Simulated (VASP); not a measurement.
# Mo (P6_3/mmc) in VASP: notebook, part 3 of 3

VASP 6.6.1. The steps go on from the part before.

### Step 5. Single point, PBE (volume scaled by 0.68)

Contents of INCAR:

```
SYSTEM = Mo
PREC = Accurate
ENCUT = 520
EDIFF = 1E-6
ISMEAR = -1
SIGMA = 0.08
LREAL = .False.
LASPH = .True.
NELM = 100
ALGO = Normal
ISIF = 2
LWAVE = .False.
LCHARG = .False.
GGA = PE
NBANDS = 21
```

Contents of KPOINTS:

```
regular mesh
0
Gamma
  15 15 8
  0 0 0
```

Contents of POSCAR:

```
Mo
1.0
    2.5240022073      0.0000000000      0.0000000000
   -1.2620011036      2.1858500307      0.0000000000
    0.0000000000      0.0000000000      3.9720402534
Mo
2
Direct
    0.3333333333      0.6666666667      0.2500000000
    0.6666666667      0.3333333333      0.7500000000
```

Potentials or basis: VASP PAW PBE potentials, release 64 (Mo_sv).

Launch:

```bash
cat potpaw_PBE.64/Mo_sv/POTCAR > POTCAR
mpirun -np 1 vasp_std > vasp.out
```

OUTCAR:

```text
SYSTEM = Mo
   PREC = Accurate
   ENCUT = 520
   EDIFF = 1E-6
   ISMEAR = -1
   LREAL = .False.
   LASPH = .True.
   NELM = 100
   ISIF = 2
   GGA = PE

 ion  position               nearest neighbor table
   1  0.333  0.667  0.250-   2 2.46   2 2.46   2 2.46   2 2.46   2 2.46   2 2.46
   2  0.667  0.333  0.750-   1 2.46   1 2.46   1 2.46   1 2.46   1 2.46   1 2.46

  LATTYP: Found a hexagonal cell.
 ALAT       =     2.5240022073
 C/A-ratio  =     1.5737071235

  Lattice vectors:

 A1 = (   2.5240022073,   0.0000000000,   0.0000000000)
 A2 = (  -1.2620011036,   2.1858500307,   0.0000000000)
 A3 = (   0.0000000000,   0.0000000000,   3.9720402534)

Analysis of symmetry for initial positions (statically):
=====================================================================
 Subroutine PRICEL returns:
 Original cell was already a primitive cell.

 Routine SETGRP: Setting up the symmetry group for a
 hexagonal supercell.

 Subroutine GETGRP returns: Found 24 space group operations
 (whereof 12 operations were pure point group operations)
 out of a pool of 24 trial point group operations.

The static configuration has the point symmetry D_3d.
 The point group associated with its full space group is D_6h.

Analysis of symmetry for dynamics (positions and initial velocities):
=====================================================================
 Subroutine PRICEL returns:
 Original cell was already a primitive cell.

 Routine SETGRP: Setting up the symmetry group for a
 hexagonal supercell.

 Subroutine GETGRP returns: Found 24 space group operations
 (whereof 12 operations were pure point group operations)
 out of a pool of 24 trial point group operations.

The dynamic configuration has the point symmetry D_3d.
 The point group associated with its full space group is D_6h.

 Subroutine INISYM returns: Found 24 space group operations
 (whereof 12 operations are pure point group operations),
 and found     1 'primitive' translations

----------------------------------------------------------------------------------------

                                     Primitive cell

  volume of cell :      21.9141

  direct lattice vectors                    reciprocal lattice vectors
     2.524002207  0.000000000  0.000000000     0.396196167  0.228743964  0.000000000
    -1.262001104  2.185850031  0.000000000     0.000000000  0.457487927  0.000000000
     0.000000000  0.000000000  3.972040253     0.000000000  0.000000000  0.251759785

  length of vectors
     2.524002207  2.524002207  3.972040253     0.457487927  0.457487927  0.251759785

  position of ions in fractional coordinates (direct lattice)
     0.333333333  0.666666667  0.250000000
     0.666666667  0.333333333  0.750000000

  ion indices of the primitive-cell ions
   primitive index   ion index
                 1           1
                 2           2

----------------------------------------------------------------------------------------

 KPOINTS: regular mesh

Automatic generation of k-mesh.
 Grid dimensions read from file:
 generate k-points for:   15   15    8

 Generating k-lattice:

  Cartesian coordinates                     Fractional coordinates (reciprocal lattice)
     0.026413078  0.015249598  0.000000000     0.066666667  0.000000000  0.000000000
     0.000000000  0.030499195  0.000000000     0.000000000  0.066666667  0.000000000
     0.000000000  0.000000000  0.031469973     0.000000000  0.000000000  0.125000000

  Length of vectors
     0.030499195  0.030499195  0.031469973

  Shift w.r.t. Gamma in fractional coordinates (k-lattice)
     0.000000000  0.000000000  0.000000000

 Subroutine IBZKPT returns following result:
 ===========================================

 Found    135 irreducible k-points:

 Following reciprocal coordinates:
            Coordinates               Weight
  0.000000  0.000000  0.000000      1.000000
  0.066667 -0.000000  0.000000      6.000000
  0.133333 -0.000000  0.000000      6.000000
  0.200000  0.000000  0.000000      6.000000
  0.266667 -0.000000  0.000000      6.000000
  0.333333 -0.000000  0.000000      6.000000
[... 16 lines left out ...]
  0.333333  0.200000  0.000000     12.000000
  0.400000  0.200000  0.000000      6.000000
 [... further k-points ...]
   k-points           NKPTS =    135   k-points in BZ     NKDIM =    135   number of bands    NBANDS=     21
   number of dos      NEDOS =    301   number of ions     NIONS =      2
   total plane-waves  NPLWV =  12000
   dimension x,y,z NGX =    20 NGY =   20 NGZ =   30
   dimension x,y,z NGXF=    40 NGYF=   40 NGZF=   60
   ions per type =               2
   NGX,Y,Z   is equivalent  to a cutoff of  13.17, 13.17, 12.56 a.u.
   NGXF,Y,Z  is equivalent  to a cutoff of  26.35, 26.35, 25.11 a.u.
 SYSTEM =  Mo
   PREC   = accura    normal or accurate (medium, high low for compatibility)
   ISTART =      0    job   : 0-new  1-cont  2-samecut
   ICHARG =      2    charge: 1-file 2-atom 10-const
   ISPIN  =      1    spin polarized calculation?
   LNONCOLLINEAR =      F non collinear calculations
   LSORBIT =      F    spin-orbit coupling
   LASPH  =      T    aspherical Exc in radial PAW
   ENCUT  =  520.0 eV  38.22 Ry    6.18 a.u.   4.69  4.69  7.39*2*pi/ulx,y,z
   NELM   =    100;   NELMIN=  2; NELMDL= -5     # of ELM steps
   EDIFF  = 0.1E-05   stopping-criterion for ELM
   LREAL  =      F    real-space projection
   EDIFFG = 0.1E-04   stopping-criterion for IOM
   NSW    =      0    number of steps for IOM
   IBRION =     -1    ionic relax: 0-MD 1-quasi-New 2-CG
   NFREE  =      0    steps in history (QN), initial steepest desc. (CG)
   ISIF   =      2    stress and relaxation
   ISYM   =      2    0-nonsym 1-usesym 2-fastsym
   POTIM  = 0.5000    time-step for ionic-motion
   TEBEG  =    0.0;   TEEND  =   0.0 temperature during run
   PSTRESS=    0.0 pullay stress
   NELECT =      28.0000    total number of electrons
   NUPDOWN=      -1.0000    fix difference up-down
   EMIN   =  10.00;   EMAX   =-10.00  energy-range for DOS
   EFERMI =   0.00;   METHOD = LEGACY
   ISMEAR =    -1;   SIGMA  =   0.08  broadening in eV -4-tet -1-fermi 0-gaus
   EFERMI_NEDOS =   21; number of points for ismear=-14 and -15
   IALGO  =     38    algorithm
   IMIX   =      4    mixing-type and parameters
     AMIX     =   0.40;   BMIX     =  1.00
     AMIX_MAG =   1.60;   BMIX_MAG =  1.00
  volume/ion in A,a.u.               =      10.96        73.94
  Fermi-wavevector in a.u.,A,eV,Ry     =   1.776450  3.357003 42.936909  3.155774
  Thomas-Fermi vector in A             =   2.842041
   LORBIT       =      0    0 simple, 1 ext, 2 COOP (PROOUT), +10 PAW based schemes
   GGA     = PE    functional components
   LHFCALC =     F    Hartree Fock is set to
   AEXX    =    0.0000 exact exchange contribution
   IVDW    =     0    specifies the selected vdW correction
   LEPSILON=     F    determine dielectric tensor
   LRPA    =     F    only Hartree local field effects (RPA)
 non-spin polarized calculation
  energy-cutoff  :      520.00
  volume of cell :       21.91
 maximum number of plane-waves:       603
 NGX is ok and might be reduce to    20
   NGX =  9   NGY =  9   NGZ = 15

 number of electron      28.0000006 magnetization

 Free energy of the ion-electron system (eV)
  ---------------------------------------------------
  ext. energy  EPLUGINS =         0.00000000
  ---------------------------------------------------
  free energy    TOTEN  =       -16.53552984 eV

  energy without entropy =      -16.50065422  energy(sigma->0) =      -16.51809203

 E-fermi :  18.7711     XC(G=0): -15.4844

 val. band max:       18.7541021647   @ k =   0.3333   0.2000   0.2500
 cond. band min:      18.7982944184   @ k =   0.2000   0.2000   0.1250
 fundamental gap:      0.0441922536
 Fermi energy:        18.7711412615

 k-point     1 :       0.0000    0.0000    0.0000
  band No.  band energies     occupation
      1     -42.5094      2.00000
      2     -41.4202      2.00000
      3     -18.3754      2.00000
      4     -14.9338      2.00000
      5     -14.9338      2.00000
      6     -14.3400      2.00000
[... 13 lines left out ...]
     20      23.7647      0.00000
     21      31.8817      0.00000

 k-point     2 :       0.0667   -0.0000    0.0000
  band No.  band energies     occupation
      1     -42.4769      2.00000
      2     -41.4066      2.00000
      3     -18.3231      2.00000
      4     -15.0708      2.00000
      5     -14.9789      2.00000
      6     -14.4744      2.00000
[... 520 lines left out ...]
 k-point    24 :       0.4000    0.2000    0.0000
  band No.  band energies     occupation
      1     -41.4713      2.00000
      2     -41.2465      2.00000
      3     -17.5586      2.00000
      4     -16.8131      2.00000
      5     -16.3734      2.00000
      6     -16.3380      2.00000
[... 13 lines left out ...]
     20      30.9339      0.00000
     21      32.0272      0.00000

 [... further k-points ...]
[... 5 lines left out ...]
  --------------------------------------------------------------------------------------
  -------------------------------------------------------------------------------------
  Total       26.1052073     26.1052073     26.1806440      0.0000000      0.0000000      0.0000000
  in kB     1908.5959349   1908.5959349   1914.1112434      0.0000000      0.0000000      0.0000000
  external PRESSURE =    1910.4343711 kB  Pullay stress =       0.0000000 kB

 VOLUME and BASIS-vectors are now :
 -----------------------------------------------------------------------------
  energy-cutoff  :      520.00
  volume of cell :       21.91
      direct lattice vectors                 reciprocal lattice vectors
     2.524002207  0.000000000  0.000000000     0.396196167  0.228743964  0.000000000
    -1.262001104  2.185850031  0.000000000     0.000000000  0.457487927  0.000000000
     0.000000000  0.000000000  3.972040253     0.000000000  0.000000000  0.251759785

 POSITION                                       TOTAL-FORCE (eV/Angst)
 -----------------------------------------------------------------------------------
     -0.00000      1.45723      0.99301         0.000000      0.000000      0.000000
      1.26200      0.72862      2.97903        -0.000000     -0.000000      0.000000
 -----------------------------------------------------------------------------------
    total drift:                               -0.000000      0.000000     -0.000000

  FREE ENERGIE OF THE ION-ELECTRON SYSTEM (eV)
  ---------------------------------------------------
  free  energy   TOTEN  =       -16.5355298359 eV

  energy  without entropy=      -16.5006542217  energy(sigma->0) =      -16.51809203
```

OSZICAR:

```text
N       E                     dE             d eps       ncg     rms          rms(c)
DAV:   1     0.306028224923E+03    0.30603E+03   -0.17962E+04  5678   0.148E+03
DAV:   2    -0.109167047447E+02   -0.31694E+03   -0.30776E+03  6303   0.467E+02
DAV:   3    -0.171399659080E+02   -0.62233E+01   -0.61883E+01  6478   0.688E+01
DAV:   4    -0.171622159675E+02   -0.22250E-01   -0.22249E-01  6260   0.455E+00
DAV:   5    -0.171623707574E+02   -0.15479E-03   -0.15479E-03  6465   0.338E-01    0.455E+01
DAV:   6    -0.166638443312E+02    0.49853E+00   -0.61419E-01  6010   0.773E+00    0.215E+01
DAV:   7    -0.165402107715E+02    0.12363E+00   -0.32477E-01  6115   0.529E+00    0.137E+00
DAV:   8    -0.165354823321E+02    0.47284E-02   -0.13608E-02  5945   0.127E+00    0.143E-01
DAV:   9    -0.165355155634E+02   -0.33231E-04   -0.82872E-05  6619   0.876E-02    0.385E-02
DAV:  10    -0.165355295369E+02   -0.13973E-04   -0.18507E-05  6090   0.387E-02    0.180E-02
DAV:  11    -0.165355298359E+02   -0.29907E-06   -0.10379E-06  3975   0.104E-02
   1 F= -.16535530E+02 E0= -.16518092E+02  d E =-.348756E-01
```

Wall time 27 s (1 thread of Intel Xeon 6975P-C, shared host); peak memory 0.17 GiB.

What came out:

```yaml
Free_energy: -16.5355 eV
Pressure: 191.0 GPa
Band_gap_on_the_k_mesh: zero (band 14 reaches 20.81 eV, above the bottom of band 15 at 17.13 eV)
```

### Step 6. Single point, PBE (volume scaled by 0.68)

Contents of INCAR:

```
ALGO = Normal
EDIFF = 1E-7
ENCUT = 520
GGA = PE
ISIF = 2
ISMEAR = -1
LASPH = True
LCHARG = True
LELF = True
LREAL = False
LVHAR = True
LWAVE = False
NBANDS = 21
NELM = 100
PREC = Accurate
SIGMA = 0.08
```

Contents of KPOINTS:

```
k-points
0
Gamma
  15 15 8
```

POSCAR is that of step 5.

Potentials or basis: VASP PAW PBE potentials, release 64 (Mo_sv).

Launch:

```bash
cat potpaw_PBE.64/Mo_sv/POTCAR > POTCAR
mpirun -np 1 vasp_std > vasp.out
```

Wall time 30 s (1 thread of Intel Xeon 6975P-C, shared host); peak memory 0.17 GiB.

The run converged. Its results:

| Property | Result |
| --- | --- |
| Free energy | -16.5355 eV |
| Pressure | 191.1 GPa |
| Band gap on the k mesh | zero (band 14 reaches 20.81 eV, above the bottom of band 15 at 17.13 eV) |

Stress tensor (GPa, compression positive):
```
190.91   0.00   0.00
  0.00 190.91   0.00
  0.00   0.00 191.49
```

Levels at points of the mesh, in eV from the Fermi level:
| k point | band 10 | band 11 | band 12 | band 13 | band 14 | band 15 | band 16 | band 17 | band 18 | band 19 |
| --- | --- | --- | --- | --- | --- | --- | --- | --- | --- | --- |
| (0.00, 0.00, 0.00) | -7.13 | -1.81 | -1.81 | -1.25 | -0.43 | -0.43 | 0.48 | 0.48 | 4.32 | 4.99 |
| (0.00, 0.00, 0.50) | -5.73 | -2.04 | -2.04 | -2.04 | -2.04 | -1.01 | -1.01 | 4.24 | 4.24 | 4.24 |
